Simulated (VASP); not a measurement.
Cr, 2 atoms in the cell. It takes space group P6_3/mmc (No. 194, hexagonal). Conventional cell: a = 2.714 Å, b = 2.714 Å, c = 4.410 Å, α = 90.00°, β = 90.00°, γ = 120.00°. Within 3.6 Å of Cr (site symmetry -6m2) lie 12 Cr at 2.71 Å. This isn't the form of Cr at room conditions, which is bcc.

```yaml
Program: VASP 6.6.1
Task: single point
Functional: PBEsol
Potentials_or_basis: VASP PAW PBE potentials, release 64 (Cr_pv)
Cutoff: 520 eV
k_mesh: 8 × 8 × 5
Occupations: fermi-dirac, width 0.05 eV
Spin: non-collinear spin, typed start
Starting_moments: "[[-0.111, -1.129, -0.111], [-0.449, -0.581, 2.095]] μB"
Dipole_correction: no
Further_INCAR_settings: ALGO = Normal; EDIFF = 1e-06; NBANDS = 36
```

Potentials or basis: VASP PAW PBE potentials, release 64 (Cr_pv).

Run with:

```bash
$ cat potpaw_PBE.64/Cr_pv/POTCAR > POTCAR
$ mpirun -np 1 vasp_ncl > vasp.out
```

Hardware: 1 thread of Intel(R) Xeon(R) 6975P-C (Granite Rapids), with other jobs on the host.

Q: How long does it take, and how much memory?

A: Run time: 12 min on 1 thread of Intel(R) Xeon(R) 6975P-C (Granite Rapids) (shared host), peak memory 0.52 GiB. Counts: scf iterations 38, k points 320.
